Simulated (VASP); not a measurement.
# DyB3H12 in VASP: single point with PBE+U

Aim: the single point of DyB3H12 with PBE+U.

Program: VASP 6.6.1. These are calculated values, not measurements. Logs are shortened: lines on timing, memory, paths and dates and some standing lists are left out, and cuts for length are marked.

### Step 1. The cell of the first run

The cell holds a molecule in a box, 16 atoms: a = 14.670 Å, b = 15.340 Å, c = 10.990 Å, α = 90.00°, β = 90.00°, γ = 90.00°.

### Step 2. Single point, PBE+U, collinear spin, ferromagnetic start

Contents of INCAR:

```
PREC = Accurate
ENCUT = 520
EDIFF = 1E-6
ISMEAR = 0
SIGMA = 0.01
LREAL = Auto
LASPH = T
NELM = 150
ALGO = Normal
ISIF = 2
LWAVE = F
LCHARG = T
ISPIN = 2
MAGMOM = 5 0 0 0 0 0 0 0 0 0 0 0 0 0 0 0
LORBIT = 11
LMAXMIX = 6
LDAU = T
LDAUTYPE = 2
LDAUL = 3 -1 -1
LDAUU = 5 0 0
LDAUJ = 0 0 0
LDAUPRINT = 1
GGA = PE
LELF = T
LVHAR = T
NBANDS = 38
```

Contents of KPOINTS:

```
Automatic mesh
0
Gamma
  1 1 1
```

Contents of POSCAR:

```
DyB3H12
1.0
   14.6700000000      0.0000000000      0.0000000000
    0.0000000000     15.3400000000      0.0000000000
    0.0000000000      0.0000000000     10.9900000000
Dy B H
1 3 12
Direct
    0.4435801000      0.4995273800      0.5001610600
    0.6113387900      0.5005436800      0.5001610600
    0.3587811900      0.6379569800      0.5001610600
    0.3606216800      0.3600821400      0.5001610600
    0.6932917500      0.4982594500      0.5001610600
    0.5765187500      0.4626838300      0.5908589600
    0.5765187500      0.4626838300      0.4094631500
    0.5791458800      0.5757764000      0.5001610600
    0.3198732100      0.7069726200      0.5001610600
    0.4104764800      0.6280488900      0.5908589600
    0.4104764800      0.6280488900      0.4094631500
    0.3067484700      0.5736779700      0.5001610600
    0.3175766900      0.2933507200      0.5001610600
    0.3437464200      0.4078500700      0.5908589600
    0.3437464200      0.4078500700      0.4094631500
    0.4448473100      0.3491277700      0.5001610600
```

Potentials or basis: VASP PAW PBE potentials, release 64 (Dy, B, H).

The run is started by

```bash
$ cat potpaw_PBE.64/Dy/POTCAR potpaw_PBE.64/B/POTCAR potpaw_PBE.64/H/POTCAR > POTCAR
$ mpirun -np 1 vasp_gam > vasp.out
```

OUTCAR:

```text
PREC = Accurate
   ENCUT = 520
   EDIFF = 1E-6
   ISMEAR = 0
   LREAL = Auto
   LASPH = T
   NELM = 150
   ISIF = 2
   ISPIN = 2
   LORBIT = 11
   GGA = PE

 ion  position               nearest neighbor table
   1  0.444  0.500  0.500-   4 2.46   3 2.46   2 2.46
   2  0.611  0.501  0.500-   5 1.20   8 1.25   6 1.26   7 1.26   1 2.46
   3  0.359  0.638  0.500-   9 1.20  12 1.25  10 1.26  11 1.26   1 2.46
   4  0.361  0.360  0.500-  13 1.20  16 1.25  14 1.26  15 1.26   1 2.46
   5  0.693  0.498  0.500-   2 1.20
   6  0.577  0.463  0.591-   2 1.26
   7  0.577  0.463  0.409-   2 1.26
   8  0.579  0.576  0.500-   2 1.25
   9  0.320  0.707  0.500-   3 1.20
  10  0.410  0.628  0.591-   3 1.26
  11  0.410  0.628  0.409-   3 1.26
  12  0.307  0.574  0.500-   3 1.25
  13  0.318  0.293  0.500-   4 1.20
  14  0.344  0.408  0.591-   4 1.26
  15  0.344  0.408  0.409-   4 1.26
  16  0.445  0.349  0.500-   4 1.25

  LATTYP: Found a simple orthorhombic cell.
 ALAT       =    10.9900000000
 B/A-ratio  =     1.3348498635
 C/A-ratio  =     1.3958143767

  Lattice vectors:

 A1 = (   0.0000000000,   0.0000000000,  10.9900000000)
 A2 = (  14.6700000000,   0.0000000000,   0.0000000000)
 A3 = (   0.0000000000,  15.3400000000,   0.0000000000)

Analysis of symmetry for initial positions (statically):
=====================================================================
 Subroutine PRICEL returns:
 Original cell was already a primitive cell.

 Routine SETGRP: Setting up the symmetry group for a
 simple orthorhombic supercell.

 Subroutine GETGRP returns: Found  2 space group operations
 (whereof  1 operations were pure point group operations)
 out of a pool of  8 trial point group operations.

The static configuration has the point symmetry C_1 .
 The point group associated with its full space group is C_1h.

Analysis of symmetry for dynamics (positions and initial velocities):
=====================================================================
 Subroutine PRICEL returns:
 Original cell was already a primitive cell.

 Routine SETGRP: Setting up the symmetry group for a
 simple orthorhombic supercell.

 Subroutine GETGRP returns: Found  2 space group operations
 (whereof  1 operations were pure point group operations)
 out of a pool of  8 trial point group operations.

The dynamic configuration has the point symmetry C_1 .
 The point group associated with its full space group is C_1h.

Analysis of structural, dynamic, and magnetic symmetry:
=====================================================================
 Subroutine PRICEL returns:
 Original cell was already a primitive cell.

 Routine SETGRP: Setting up the symmetry group for a
 simple orthorhombic supercell.

 Subroutine GETGRP returns: Found  2 space group operations
 (whereof  1 operations were pure point group operations)
 out of a pool of  8 trial point group operations.

The overall configuration has the point symmetry C_1 .
 The point group associated with its full space group is C_1h.

 Subroutine INISYM returns: Found  2 space group operations
 (whereof  1 operations are pure point group operations),
 and found     1 'primitive' translations

----------------------------------------------------------------------------------------

                                     Primitive cell

  volume of cell :    2473.1654

  direct lattice vectors                    reciprocal lattice vectors
    14.670000000  0.000000000  0.000000000     0.068166326  0.000000000  0.000000000
[... 134 lines left out ...]

 onsite density matrix

spin component  1

  1.0066  0.0000  0.0006  0.0000 -0.0001  0.0000 -0.0025
  0.0000  0.9997  0.0000 -0.0000  0.0000 -0.0000  0.0000
  0.0006  0.0000  0.9962  0.0000  0.0001  0.0000 -0.0002
  0.0000 -0.0000  0.0000  1.0000  0.0000 -0.0001  0.0000
 -0.0001  0.0000  0.0001  0.0000  0.9985  0.0000  0.0005
  0.0000 -0.0000  0.0000 -0.0001  0.0000  0.9996  0.0000
 -0.0025  0.0000 -0.0002  0.0000  0.0005  0.0000  0.9982

spin component  2

  0.1308  0.0000  0.2581  0.0000 -0.1250  0.0000  0.0872
  0.0000  0.0089  0.0000 -0.0001  0.0000 -0.0002  0.0000
  0.2581  0.0000  0.9070  0.0000 -0.0335  0.0000 -0.0940
  0.0000 -0.0001  0.0000  0.0088  0.0000 -0.0004  0.0000
 -0.1250  0.0000 -0.0335  0.0000  0.4650  0.0000 -0.4756
  0.0000 -0.0002  0.0000 -0.0004  0.0000  0.0074  0.0000
  0.0872  0.0000 -0.0940  0.0000 -0.4756  0.0000  0.5173

 occupancies and eigenvectors

  o =  0.0051  v =  0.0000  0.0000  0.0000  0.0000  0.0000  0.0000  0.0000 -0.1858  0.0000 -0.0423  0.0000 -0.7311  0.0000 -0.6551      0.0000  0.0000  0.0000  0.0000  0.0000  0.0000  0.0000  0.0000  0.0000  0.0000  0.0000  0.0000  0.0000  0.0000
  o =  0.0072  v =  0.0000  0.0000  0.0000  0.0000  0.0000  0.0000  0.0000  0.0000  0.1451  0.0000  0.2599  0.0000  0.9547  0.0000      0.0000  0.0000  0.0000  0.0000  0.0000  0.0000  0.0000  0.0000  0.0000  0.0000  0.0000  0.0000  0.0000  0.0000
  o =  0.0089  v =  0.0000  0.0000  0.0000  0.0000  0.0000  0.0000  0.0000 -0.0000 -0.0704 -0.0000 -0.9597 -0.0000  0.2720 -0.0000      0.0000  0.0000  0.0000  0.0000  0.0000  0.0000  0.0000  0.0000  0.0000  0.0000  0.0000  0.0000  0.0000  0.0000
  o =  0.0090  v =  0.0000  0.0000  0.0000  0.0000  0.0000  0.0000  0.0000  0.0000  0.9869 -0.0000 -0.1067  0.0000 -0.1210  0.0000      0.0000  0.0000  0.0000  0.0000  0.0000  0.0000  0.0000  0.0000  0.0000  0.0000  0.0000  0.0000  0.0000  0.0000
  o =  0.0276  v =  0.0000  0.0000  0.0000  0.0000  0.0000  0.0000  0.0000  0.9262 -0.0000 -0.2970 -0.0000 -0.0103  0.0000 -0.2320      0.0000  0.0000  0.0000  0.0000  0.0000  0.0000  0.0000  0.0000  0.0000  0.0000  0.0000  0.0000  0.0000  0.0000
  o =  0.9933  v =  0.0000  0.0000  0.0000  0.0000  0.0000  0.0000  0.0000  0.1794 -0.0000  0.0299  0.0000 -0.6820  0.0000  0.7084      0.0000  0.0000  0.0000  0.0000  0.0000  0.0000  0.0000  0.0000  0.0000  0.0000  0.0000  0.0000  0.0000  0.0000
  o =  0.9940  v =  0.0000  0.0000  0.0000  0.0000  0.0000  0.0000  0.0000 -0.2746 -0.0000 -0.9535  0.0000  0.0143  0.0000  0.1235      0.0000  0.0000  0.0000  0.0000  0.0000  0.0000  0.0000  0.0000  0.0000  0.0000  0.0000  0.0000  0.0000  0.0000
  o =  0.9962  v = -0.0438  0.0000  0.9949 -0.0000 -0.0701  0.0000  0.0586  0.0000  0.0000  0.0000  0.0000  0.0000  0.0000  0.0000      0.0000  0.0000  0.0000  0.0000  0.0000  0.0000  0.0000  0.0000  0.0000  0.0000  0.0000  0.0000  0.0000  0.0000
  o =  0.9973  v = -0.2408 -0.0000  0.0678  0.0000  0.3629 -0.0000 -0.8976  0.0000  0.0000  0.0000  0.0000  0.0000  0.0000  0.0000      0.0000  0.0000  0.0000  0.0000  0.0000  0.0000  0.0000  0.0000  0.0000  0.0000  0.0000  0.0000  0.0000  0.0000
  o =  0.9987  v = -0.1152 -0.0000 -0.0500 -0.0000 -0.9289  0.0000 -0.3484  0.0000  0.0000  0.0000  0.0000  0.0000  0.0000  0.0000      0.0000  0.0000  0.0000  0.0000  0.0000  0.0000  0.0000  0.0000  0.0000  0.0000  0.0000  0.0000  0.0000  0.0000
  o =  0.9995  v =  0.0000 -0.1937 -0.0000 -0.2503  0.0000 -0.9486  0.0000  0.0000  0.0000  0.0000  0.0000  0.0000  0.0000  0.0000      0.0000  0.0000  0.0000  0.0000  0.0000  0.0000  0.0000  0.0000  0.0000  0.0000  0.0000  0.0000  0.0000  0.0000
  o =  0.9997  v = -0.0000  0.9800 -0.0000 -0.0051 -0.0000 -0.1988 -0.0000  0.0000  0.0000  0.0000  0.0000  0.0000  0.0000  0.0000      0.0000  0.0000  0.0000  0.0000  0.0000  0.0000  0.0000  0.0000  0.0000  0.0000  0.0000  0.0000  0.0000  0.0000
  o =  1.0000  v =  0.0000  0.0449 -0.0000 -0.9681  0.0000  0.2463 -0.0000  0.0000  0.0000  0.0000  0.0000  0.0000  0.0000  0.0000      0.0000  0.0000  0.0000  0.0000  0.0000  0.0000  0.0000  0.0000  0.0000  0.0000  0.0000  0.0000  0.0000  0.0000
  o =  1.0073  v = -0.9627 -0.0000 -0.0563 -0.0000  0.0235  0.0000  0.2635  0.0000  0.0000  0.0000  0.0000  0.0000  0.0000  0.0000      0.0000  0.0000  0.0000  0.0000  0.0000  0.0000  0.0000  0.0000  0.0000  0.0000  0.0000  0.0000  0.0000  0.0000

 number of electron      40.9999993 magnetization       5.0000004

 Free energy of the ion-electron system (eV)
  ---------------------------------------------------
  ext. energy  EPLUGINS =         0.00000000
  ---------------------------------------------------
  free energy    TOTEN  =       -71.31566743 eV

  energy without entropy =      -71.31566743  energy(sigma->0) =      -71.31566743

 E-fermi :  -7.7473     XC(G=0):  -0.8517

 val. band max:       -7.9132260521   @ k =   0.0000   0.0000   0.0000
 cond. band min:      -4.4611910004   @ k =   0.0000   0.0000   0.0000
 fundamental gap:      3.4520350517
 Fermi energy:        -7.7472874327

 spin component 1

 k-point     1 :       0.0000    0.0000    0.0000
  band No.  band energies     occupation
      1     -53.6998      1.00000
      2     -29.3828      1.00000
      3     -29.3059      1.00000
      4     -29.2335      1.00000
      5     -14.0040      1.00000
      6     -13.6823      1.00000
[... 24 lines left out ...]
     31       0.3367      0.00000
     32       0.3744      0.00000
 Fermi energy:        -7.7472874327

 spin component 2

 k-point     1 :       0.0000    0.0000    0.0000
  band No.  band energies     occupation
      1     -51.4660      1.00000
      2     -27.8100      1.00000
      3     -27.7579      1.00000
      4     -27.6802      1.00000
      5     -13.8191      1.00000
      6     -13.1576      1.00000
[... 24 lines left out ...]
     31       0.3648      0.00000
     32       0.3974      0.00000
 [bands above 32 left out]

------------------------ aborting loop because EDIFF is reached ----------------------------------------

  FORCE on cell =-STRESS in cart. coord.  units (eV):
  Direction    XX          YY          ZZ          XY          YZ          ZX
  --------------------------------------------------------------------------------------
  -------------------------------------------------------------------------------------
  Total       -1.9927608     -1.8644254     -0.4309625      0.0364885      0.0000000      0.0000000
  in kB       -1.2909594     -1.2078206     -0.2791881      0.0236381      0.0000000      0.0000000
  external PRESSURE =      -0.9259894 kB  Pullay stress =       0.0000000 kB

 VOLUME and BASIS-vectors are now :
 -----------------------------------------------------------------------------
  energy-cutoff  :      520.00
  volume of cell :     2473.17
      direct lattice vectors                 reciprocal lattice vectors
    14.670000000  0.000000000  0.000000000     0.068166326  0.000000000  0.000000000
     0.000000000 15.340000000  0.000000000     0.000000000  0.065189048  0.000000000
     0.000000000  0.000000000 10.990000000     0.000000000  0.000000000  0.090991811

 POSITION                                       TOTAL-FORCE (eV/Angst)
 -----------------------------------------------------------------------------------
      6.50732      7.66275      5.49677         0.014711      0.020460      0.000000
      8.96834      7.67834      5.49677        -0.196450     -0.020462      0.000000
      5.26332      9.78626      5.49677         0.141679     -0.139859      0.000000
      5.29032      5.52366      5.49677         0.087696      0.151234      0.000000
     10.17059      7.64330      5.49677        -0.161297     -0.004273      0.000000
      8.45753      7.09757      6.49354        -0.009523      0.019967     -0.047002
[... 8 lines left out ...]
      5.04276      6.25642      4.50000         0.020530     -0.005075      0.052314
      6.52591      5.35562      5.49677        -0.013640      0.017149      0.000000
 -----------------------------------------------------------------------------------
    total drift:                               -0.001005     -0.000363      0.000021

  FREE ENERGIE OF THE ION-ELECTRON SYSTEM (eV)
  ---------------------------------------------------
  free  energy   TOTEN  =       -71.3156674304 eV

  energy  without entropy=      -71.3156674304  energy(sigma->0) =      -71.31566743

 total charge

# of ion       s       p       d       f       tot
--------------------------------------------------
    1        2.080   5.872   0.565   9.035  17.552
    2        0.703   1.356   0.000   0.000   2.060
    3        0.703   1.357   0.000   0.000   2.060
    4        0.703   1.357   0.000   0.000   2.060
    5        0.602   0.020   0.000   0.000   0.622
    6        0.595   0.017   0.000   0.000   0.612
[... 8 lines left out ...]
   15        0.595   0.017   0.000   0.000   0.612
   16        0.598   0.018   0.000   0.000   0.616
--------------------------------------------------
tot         11.360  10.158   0.565   9.035  31.118

 magnetization (x)

# of ion       s       p       d       f       tot
--------------------------------------------------
    1        0.004  -0.058   0.034   4.950   4.930
    2       -0.001  -0.003   0.000   0.000  -0.004
    3       -0.001  -0.003   0.000   0.000  -0.003
    4       -0.001  -0.004   0.000   0.000  -0.004
    5       -0.002   0.000   0.000   0.000  -0.002
    6       -0.002  -0.000   0.000   0.000  -0.002
[... 8 lines left out ...]
   15       -0.002  -0.000   0.000   0.000  -0.002
   16       -0.001   0.000   0.000   0.000  -0.001
--------------------------------------------------
tot         -0.016  -0.067   0.034   4.950   4.900
```

Run time: 31 min. Hardware: 1 thread of AMD EPYC 7R13 (Zen 3), shared host; peak memory 2.7 GiB.

Results:

| Item | Value |
| --- | --- |
| Free energy | -71.3157 eV |
| Largest force | 0.199 eV/Å |
| Gap between the frontier levels | 3.45 eV |
| Net moment | 5.00 μB per cell |
| Site moments | Dy +4.93; B -0.00; H -0.00 μB |
| Valence electrons inside the program's atomic spheres | Dy 17.55; B 2.06; H 0.62, 0.61 (each value once) |

Forces in eV/Å, atoms in the order of the input:
```
Dy   0.015  0.020  0.000
B   -0.196 -0.020  0.000
B    0.142 -0.140  0.000
B    0.088  0.151  0.000
H   -0.161 -0.004  0.000
H   -0.010  0.020 -0.047
H   -0.010  0.020  0.047
H   -0.032 -0.010  0.000
H    0.076 -0.141  0.000
H   -0.020 -0.014 -0.044
H   -0.020 -0.014  0.044
H    0.030 -0.020  0.000
H    0.071  0.145  0.000
H    0.021 -0.005 -0.052
H    0.021 -0.005  0.052
H   -0.014  0.017  0.000
```

Eigenvalues of the final occupation matrices:
| site | spin | trace | eigenvalues |
| --- | --- | --- | --- |
| site 1 f | 1 | 7.00 | 1.00 1.00 1.00 1.00 1.00 1.00 1.01 |
| site 1 f | 2 | 2.05 | 0.01 0.01 0.01 0.01 0.03 0.99 0.99 |

Caveat: the magnetic or orbital state may not be the lowest; spin-orbit coupling is left out, which moves the levels of the heavy elements. The state reached can hang on the start; a lower one may exist.
